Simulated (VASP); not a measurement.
**BaO: single point with PBE+D3(BJ)**

BaO:

```xyz
2
Lattice="0.0000 2.7643 2.7643 2.7643 0.0000 2.7643 2.7643 2.7643 0.0000" Properties=species:S:1:pos:R:3 pbc="T T T"
Ba    0.0000    0.0000    0.0000
O     2.7643    2.7643    2.7643
```

```yaml
Program: VASP 6.6.1
Task: single point
Functional: PBE
Dispersion: D3(BJ)
Potentials_or_basis: VASP PAW PBE potentials, release 64 (Ba_sv, O)
Cutoff: 600 eV
k_mesh: 8 × 8 × 8
Occupations: gaussian, width 0.02 eV
Spin: no spin polarisation
```

```yaml
Pressure: 1.7 GPa
Band_gap_on_the_k_mesh: 1.96 eV, direct
Dispersion_energy_per_atom: -0.228 eV
```

Levels at points of the mesh, in eV from the valence-band top:
| k point | band 5 | band 6 | band 7 | band 8 | band 9 | band 10 | band 11 | band 12 |
| --- | --- | --- | --- | --- | --- | --- | --- | --- |
| (0.00, 0.00, 0.00) | -10.41 | -0.36 | -0.36 | -0.36 | 3.57 | 4.68 | 4.68 | 4.68 |
| (0.50, 0.00, 0.00) | -10.54 | -2.02 | -1.50 | -1.50 | 4.93 | 7.17 | 7.17 | 8.22 |
| (0.50, 0.50, 0.00) | -11.01 | -0.17 | -0.17 | 0.00 | 1.96 | 5.99 | 8.91 | 9.43 |

Wall time 32 s on 1 thread of Intel Xeon 8259CL (shared host), peak memory 0.19 GiB.

Caveat: spin-orbit coupling is left out, which moves the levels of the heavy elements. A k mesh can miss the band edges.
